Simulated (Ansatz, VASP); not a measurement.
# One calculation of Al, two programs

Contents of INCAR:

```
SYSTEM = Al
  ALGO = Fast
  EDIFF = 1E-6
  ENCUT = 520
  GGA = PE
  ISIF = 2
  ISMEAR = 0
  IVDW = 12
  LASPH = .True.
  LCHARG = .True.
  LELF = .True.
  LREAL = .False.
  LVHAR = .True.
  LWAVE = .False.
  NBANDS = 8
  NELM = 100
  PREC = Accurate
  SIGMA = 0.15
```

KPOINTS

```
k-points
0
Gamma
  22 22 22
  0 0 0
```

Contents of POSCAR:

```
Al
1.0
    0.0000000000      2.0429260901      1.8911366816
    2.0429260901      0.0000000000      1.8911366816
    2.0429260901      2.0429260901      0.0000000000
Al
1
Direct
    0.0000000000      0.0000000000      0.0000000000
```

Input for Ansatz:

```yaml
crystal:
  lattice:
    - [0.0, 2.0429260901, 1.8911366816]
    - [2.0429260901, 0.0, 1.8911366816]
    - [2.0429260901, 2.0429260901, 0.0]
  atoms:
    - { symbol: Al, position: [0.0, 0.0, 0.0] }
basis:
  ecutwfc: 420
kpoints:
  mp_grid: { grid: [22, 22, 22] }
hamiltonian:
  xc: pbe
  pseudopotentials: { kind: paw, azcp: { folder: soft_1 } }
  dispersion: d3bj
scf:
  occupations: { method: gaussian, width: 0.15 }
output:
  forces: true
  stress: true
  eigenvalues: true
  write_density: true
  write_potential: true
  elf: true
  volumetric_format: npy
```

Alike in both runs: task single point; functional PBE; dispersion D3(BJ); k mesh 22 × 22 × 22; occupations gaussian, width 0.15 eV; no spin polarisation.

```csv
,VASP,Ansatz
version,VASP 6.6.1,Ansatz 0.2.0
potentials or method,"VASP PAW PBE potentials, release 64 (Al), cutoff 520 eV","scalar-relativistic, plane waves, PAW"
valence electrons in the cell,3,3
```

VASP gave:

* gap on the k mesh at the Fermi level (eV): none
* pressure (GPa): 0.5
* traceless stress, the component that is largest in VASP (GPa): 3.37

Task: Estimate Ansatz's values.

Result: gap on the k mesh at the Fermi level (eV): none; pressure (GPa): 0.5; traceless stress, the component that is largest in VASP (GPa): 3.38.

A gap of «none» marks a metal or a gap that the smearing closes.
